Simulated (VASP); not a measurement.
A run of VASP 6.6.1 is set up as follows.

File INCAR:

```
SYSTEM = BaTiO3
ALGO = Normal
EDIFF = 1E-7
ENCUT = 520
GGA = PE
ISIF = 2
ISMEAR = -1
LASPH = .True.
LCHARG = .True.
LELF = .True.
LREAL = .False.
LVHAR = .True.
LWAVE = .False.
NBANDS = 28
NELM = 100
PREC = Accurate
SIGMA = 0.01
```

File KPOINTS:

```
k-points
0
Gamma
  6 6 6
  0 0 0
```

POSCAR

```
BaTiO3
1.0
    4.0364010697      0.0000000000      0.0000000000
    0.0000000000      4.0364010697      0.0000000000
    0.0000000000      0.0000000000      4.0364010697
Ba Ti O
1 1 3
Direct
    0.5000000000      0.5000000000      0.5000000000
    0.0000000000      0.0000000000      0.0000000000
    0.5000000000      0.0000000000      0.0000000000
    0.0000000000      0.5000000000      0.0000000000
    0.0000000000      0.0000000000      0.5000000000
```

Potentials or basis: VASP PAW PBE potentials, release 64 (Ba_sv, Ti_sv, O).

Command:

```console
$ cat potpaw_PBE.64/Ba_sv/POTCAR potpaw_PBE.64/Ti_sv/POTCAR potpaw_PBE.64/O/POTCAR > POTCAR
$ mpirun -np 1 vasp_std > vasp.out
```

(1) Estimate the band gap on the k mesh.

(2) What does it give for the pressure?

Results:

(1) 1.69 eV (least direct gap 1.86 eV).

(2) -0.4 GPa.

Caveat: spin-orbit coupling is left out, which moves the levels of the heavy elements.
